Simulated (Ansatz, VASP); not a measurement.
# One calculation of AgCl3, two programs

INCAR

```
ALGO = Normal ; EDIFF = 1E-7
ENCUT = 520 ; ISIF = 2
ISMEAR = 0 ; LASPH = T
LCHARG = F ; LREAL = F
LWAVE = F ; NBANDS = 42
NELM = 100 ; PREC = Accurate
SIGMA = 0.1
```

File KPOINTS:

```
k-points
0
Gamma
  6 6 8
```

POSCAR

```
AgCl3
1.0
    6.7196083606      0.0000000000      0.0000000000
    0.0000000000      6.7196083606      0.0000000000
    0.0000000000      0.0000000000      4.9953363145
Ag Cl
2 6
Direct
    0.5000000000      0.5000000000      0.0000000000
    0.0000000000      0.0000000000      0.0000000000
    0.8305674594      0.3305674594      0.0000000000
    0.6694325406      0.8305674594      0.0000000000
    0.5000000000      0.5000000000      0.5000000000
    0.1694325406      0.6694325406      0.0000000000
    0.3305674594      0.1694325406      0.0000000000
    0.0000000000      0.0000000000      0.5000000000
```

Input for Ansatz:

```yaml
crystal:
  lattice:
    - [6.7196083606, 0.0, 0.0]
    - [0.0, 6.7196083606, 0.0]
    - [0.0, 0.0, 4.9953363145]
  atoms:
    - { symbol: Ag, position: [0.5, 0.5, 0.0] }
    - { symbol: Ag, position: [0.0, 0.0, 0.0] }
    - { symbol: Cl, position: [0.8305674594, 0.3305674594, 0.0] }
    - { symbol: Cl, position: [0.6694325406, 0.8305674594, 0.0] }
    - { symbol: Cl, position: [0.5, 0.5, 0.5] }
    - { symbol: Cl, position: [0.1694325406, 0.6694325406, 0.0] }
    - { symbol: Cl, position: [0.3305674594, 0.1694325406, 0.0] }
    - { symbol: Cl, position: [0.0, 0.0, 0.5] }
basis:
  ecutwfc: 420
kpoints:
  mp_grid: { grid: [6, 6, 8] }
  band_path:
    path:
      - [[0.0, 0.0, 0.0], [0.0, 0.5, 0.0], [0.5, 0.5, 0.0], [0.0, 0.0, 0.0], [0.0, 0.0, 0.5], [0.0, 0.5, 0.5], [0.5, 0.5, 0.5], [0.0, 0.0, 0.5]]
      - [[0.0, 0.5, 0.0], [0.0, 0.5, 0.5]]
      - [[0.5, 0.5, 0.0], [0.5, 0.5, 0.5]]
    npoints: 14
hamiltonian:
  xc: lda
scf:
  occupations: { method: gaussian, width: 0.1 }
  n_extra_bands: 20
output:
  forces: true
  stress: true
  eigenvalues: true
  populations: true
  dos: { projected: true, de: 0.02, nscf_kmesh: { grid: [8, 8, 10] } }
  bader: true
  write_density: true
  write_potential: true
  elf: true
  volumetric_format: npy
```

Alike in both runs: task single point; functional LDA; k mesh 6 × 6 × 8; occupations gaussian, width 0.1 eV; no spin polarisation.

|  | VASP | Ansatz |
| --- | --- | --- |
| version | VASP 6.6.1 | Ansatz 0.2.0 |
| potentials or method | VASP PAW LDA potentials, release 64 (Ag, Cl), cutoff 520 eV | scalar-relativistic, plane waves, PAW |
| valence electrons in the cell | 64 | 80 |

|  | VASP | Ansatz | Ansatz less VASP |
| --- | --- | --- | --- |
| gap on the k mesh at the Fermi level (eV) | none | none | - |
| pressure (GPa) | -4.3 | -4.3 | +0.05 |
| traceless stress, the component that is largest in VASP (GPa) | 0.26 | 0.27 | +0.003 |
| rms of the force components (eV/Å) | 0.065 | 0.065 | +0.0001 |

LDA's correlation is that of Perdew and Zunger in VASP and of Perdew and Wang (1992) in Ansatz. Atom by atom the forces differ by 0.000 eV/Å (rms over components). A gap of «none» marks a metal or a gap that the smearing closes. VASP's potentials hold 64 valence electrons a cell and Ansatz's 80, so a difference there can come from the potentials and not from the codes.
